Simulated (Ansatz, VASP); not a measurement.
One calculation of ZnSe, two programs

Contents of INCAR:

```
ALGO = Normal ; EDIFF = 1E-6
ENCUT = 520 ; GGA = PE
ISIF = 2 ; ISMEAR = 0
LASPH = T ; LCHARG = F
LREAL = F ; LWAVE = F
NBANDS = 16 ; NELM = 100
PREC = Accurate ; SIGMA = 0.05
```

KPOINTS

```
k-points
0
Gamma
  12 12 12
```

Contents of POSCAR:

```
ZnSe
1.0
    0.0000000000      2.8338000000      2.8338000000
    2.8338000000      0.0000000000      2.8338000000
    2.8338000000      2.8338000000      0.0000000000
Zn Se
1 1
Direct
    0.0000000000      0.0000000000      0.0000000000
    0.7500000000      0.7500000000      0.7500000000
```

Input for Ansatz:

```yaml
crystal:
  lattice:
    - [0.0, 2.8338, 2.8338]
    - [2.8338, 0.0, 2.8338]
    - [2.8338, 2.8338, 0.0]
  atoms:
    - { symbol: Zn, position: [0.0, 0.0, 0.0] }
    - { symbol: Se, position: [0.75, 0.75, 0.75] }
basis:
  ecutwfc: 420
kpoints:
  mp_grid: { grid: [12, 12, 12] }
hamiltonian:
  xc: pbe
scf:
  occupations: { method: gaussian, width: 0.05 }
output:
  forces: true
  eigenvalues: true
  eigenstates:
    nscf_kmesh: { grid: [34, 34, 34] }
    top_band: c6
    de_dk: true
    localisation: true
  stress: true
checkpoint:
  write: ck
  compress: false
  write_wavefunctions: false
  write_every: 100000
```

Alike in both runs: task single point; functional PBE; k mesh 12 × 12 × 12; occupations gaussian, width 0.05 eV; no spin polarisation.

|  | VASP | Ansatz |
| --- | --- | --- |
| version | VASP 6.6.1 | Ansatz 0.2.0 |
| potentials or method | VASP PAW PBE potentials, release 64 (Zn, Se), cutoff 520 eV | scalar-relativistic, plane waves, PAW |
| valence electrons in the cell | 18 | 28 |

Ansatz gave:

* gap on the k mesh at the Fermi level (eV): 1.29
* pressure (GPa): 2.1

Problem. Which values does VASP return?

Solution. gap on the k mesh at the Fermi level (eV): 1.29; pressure (GPa): 2.3.

VASP's potentials hold 18 valence electrons a cell and Ansatz's 28, so a difference there can come from the potentials and not from the codes.
